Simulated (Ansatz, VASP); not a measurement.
## One calculation of CaO, two programs

The input INCAR:

```
SYSTEM = CaO
PREC = Accurate
ENCUT = 600
EDIFF = 1E-6
ISMEAR = -1
SIGMA = 0.05
LREAL = .FALSE.
LASPH = .TRUE.
NELM = 100
ALGO = Normal
ISIF = 3
LWAVE = .FALSE.
LCHARG = .FALSE.
GGA = B5
ALDAX = 1.0
AGGAX = 1.0
AGGAC = 1.0
ALDAC = 0.0
IVDW = 13
VDW_S6 = 1.0
VDW_S8 = 2.34076671
VDW_A1 = 0.44488865
VDW_A2 = 4.0933009
IBRION = 2
NSW = 60
EDIFFG = -0.01
```

The input KPOINTS:

```
regular mesh
0
G
  10 10 10
  0 0 0
```

The input POSCAR:

```
CaO
1.0
    0.0000000000      2.4035556960      2.4035556960
    2.4035556960      0.0000000000      2.4035556960
    2.4035556960      2.4035556960      0.0000000000
Ca O
1 1
Direct
    0.0000000000      0.0000000000      0.0000000000
    0.5000000000      0.5000000000      0.5000000000
```

Contents of input.yaml:

```yaml
crystal:
  lattice:
    - [0.0, 2.403555696, 2.403555696]
    - [2.403555696, 0.0, 2.403555696]
    - [2.403555696, 2.403555696, 0.0]
  atoms:
    - { symbol: Ca, position: [0.0, 0.0, 0.0] }
    - { symbol: O, position: [0.5, 0.5, 0.5] }
hamiltonian:
  xc: blyp
  pseudopotentials: { kind: paw }
  dispersion: d4
kpoints:
  mp_grid: { grid: [10, 10, 10] }
scf:
  occupations: { method: fermi_dirac, width: 0.05 }
output:
  forces: true
  stress: true
relax:
  f_tol: 0.01
  max_steps: 40
  cell: { stress_tol: 0.05 }
```

Alike in both runs: task relaxation of cell and atoms; functional BLYP; dispersion D4; k mesh 10 × 10 × 10; occupations fermi-dirac, width 0.05 eV; no spin polarisation.

|  | VASP | Ansatz |
| --- | --- | --- |
| version | VASP 6.6.1 | Ansatz 0.2.0 |
| potentials or method | VASP PAW PBE potentials, release 64 (Ca_sv, O) | Ansatz PAW |
| plane-wave cutoff (eV) | 600 | 420 |
| valence electrons in the cell | 16 | 16 |

```csv
,VASP,Ansatz,Ansatz less VASP
relaxed volume (Å³/atom),14.00,13.93,-0.072
relaxed cell length with the largest relative difference (Å),3.408,3.402,-0.0059
```

VASP's potentials were made for PBE, not for BLYP.

Noted on Ansatz's run: the plane-wave basis is chosen anew once the cell has moved, so the energies of steps on either side of that aren't comparable.
